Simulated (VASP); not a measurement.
Wanted: the native input for a VASP 6.6.1 run.

* Task: single point
* Functional: PBE
* Potentials or basis: VASP PAW PBE potentials, release 64 (K_sv, S)
* Cutoff: 500 eV
* k mesh: 6 × 6 × 6
* Occupations: gaussian, width 0.01 eV
* Spin: no spin polarisation
* Dipole correction: no
* Further INCAR settings: ALGO = Normal; EDIFF = 1e-06; NBANDS = 19

The structure of K2S lies in POSCAR:

```
K2S
1.0
    0.0000000000      3.8037985039      3.8037985039
    3.8037985039      0.0000000000      3.8037985039
    3.8037985039      3.8037985039      0.0000000000
K S
2 1
Direct
    0.2500000000      0.2500000000      0.2500000000
    0.7500000000      0.7500000000      0.7500000000
    0.0000000000      0.0000000000      0.0000000000
```

This cell differs from its parent crystal: volume changed by +6%.

One way to write it, as run:

INCAR

```
PREC = Accurate
ENCUT = 500
EDIFF = 1E-6
ISMEAR = 0
SIGMA = 0.01
LREAL = False
LASPH = True
NELM = 120
ALGO = Normal
ISIF = 2
LWAVE = False
LCHARG = False
GGA = PE
NBANDS = 19
GGA_COMPAT = False
```

KPOINTS

```
Automatic mesh
0
Gamma
  6 6 6
```

Potentials or basis: VASP PAW PBE potentials, release 64 (K_sv, S).

Command:

```bash
$ cat potpaw_PBE.64/K_sv/POTCAR potpaw_PBE.64/S/POTCAR > POTCAR
$ mpirun -np 1 vasp_std > vasp.out
```

Results of the run:

```yaml
Pressure: -0.9 GPa
Band_gap_on_the_k_mesh: 2.18 eV, indirect (least direct gap 2.31 eV)
```

Wall time 25 s on 1 thread of AMD EPYC 9R45 96-Core Processor (Zen 5), with other jobs on the host, peak memory 0.21 GiB.
